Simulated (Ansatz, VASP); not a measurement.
# Si in VASP and in Ansatz

```
CELL_PARAMETERS angstrom
0.00000 2.71673 2.71673
2.71673 0.00000 2.71673
2.71673 2.71673 0.00000
ATOMIC_POSITIONS crystal
Si 0.00000 0.00000 0.00000
Si 0.25000 0.25000 0.25000
```

Alike in both runs: task single point; functional PBEsol; k mesh 12 × 12 × 12; occupations gaussian, width 0.02 eV; no spin polarisation.

```csv
,VASP,Ansatz
version,VASP 6.6.1,Ansatz 0.2.0
potentials or method,"VASP PAW PBE potentials, release 64 (Si), cutoff 500 eV","scalar-relativistic, plane waves, PAW"
valence electrons in the cell,8,8
```

Ansatz gave:

```
gap on the k mesh at the Fermi level (eV) : 0.47
least direct gap on the mesh (eV)         : 2.52
pressure (GPa)                            : 0.0
```

**Question.** Estimate VASP's values.

**Answer.** gap on the k mesh at the Fermi level (eV): 0.46; least direct gap on the mesh (eV): 2.52; pressure (GPa): 0.1.

VASP's potentials were made for PBE, not for PBEsol, and Ansatz warns of the same on its side.
